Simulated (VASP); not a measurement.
**As: relaxation of cell and atoms with PBE+D3(BJ)**

As:

```
As
1.0
     1.87975    1.08527    3.48577
    -1.87975    1.08527    3.48577
     0.00000   -2.17055    3.48577
As
2
Direct
  0.22754 0.22754 0.22754
  0.77246 0.77246 0.77246
```

| Quantity | Value |
| --- | --- |
| Program | VASP 6.6.1 |
| Task | relaxation of cell and atoms |
| Functional | PBE |
| Dispersion | D3(BJ) |
| Potentials or basis | VASP PAW PBE potentials, release 64 (As) |
| Cutoff | 600 eV |
| k mesh | 15 × 15 × 15 |
| Occupations | gaussian, width 0.1 eV |
| Spin | no spin polarisation |
| Dipole correction | no |
| Further INCAR settings | ALGO = Normal; EDIFF = 1e-06; IBRION = 2; EDIFFG = -0.002; NSW = 100; ISIF = 3 |

```yaml
Relaxed_volume: 20.91 Å³/atom
Relaxed_cell: a = 4.014 Å, b = 4.014 Å, c = 4.014 Å, α = 56.31°, β = 56.31°, γ = 56.31°
Space_group_after_relaxing_to_0.1_Å: R-3m (No. 166)
Energy_gained_by_relaxing: 5.9 meV/atom
Ionic_steps: 19
Pressure_after_relaxing: 0.0 GPa
Band_gap_on_the_k_mesh: zero (bands 5 and 6 overlap by 0.13 eV)
Dispersion_energy_per_atom: -0.433 eV
```

The path:
```csv
step,energy change (eV),largest force (eV/Å),pressure (GPa),volume (Å³)
1,0.0000,0.2785,0.67,42.67
2,-0.0041,0.0120,-1.12,43.22
3,-0.0044,0.0494,-0.74,43.10
4,-0.0078,0.0245,-0.49,42.69
5,-0.0113,0.0206,0.11,41.89
6,-0.0114,0.0289,0.24,41.73
7,-0.0118,0.0293,-0.13,41.83
8,-0.0118,0.0294,-0.07,41.81
9,-0.0119,0.0123,0.12,41.75
10,-0.0119,0.0050,0.05,41.77
11,-0.0119,0.0019,-0.01,41.81
12,-0.0119,0.0019,-0.01,41.81
13,-0.0119,0.0006,0.02,41.82
14,-0.0119,0.0071,0.03,41.83
15,-0.0119,0.0036,0.01,41.82
16,-0.0119,0.0030,0.01,41.82
17,-0.0119,0.0013,-0.01,41.84
18,-0.0119,0.0006,-0.02,41.83
19,-0.0119,0.0017,0.00,41.83
```

Final structure:
```
CELL_PARAMETERS angstrom
1.89399 1.09350 3.36583
-1.89399 1.09350 3.36583
0.00000 -2.18699 3.36583
ATOMIC_POSITIONS crystal
As 0.23062 0.23062 0.23062
As 0.76938 0.76938 0.76938
```

Levels at points of the mesh, in eV from the Fermi level:
```
           k point  band 3  band 4  band 5  band 6  band 7  band 8
(0.00, 0.00, 0.00)   -2.40   -2.09   -2.09    2.13    3.12    3.12
```

It took 30 min on 1 thread of AMD EPYC 7R43 64-Core Processor (Zen 3), on a shared host, peak memory 0.3 GiB.
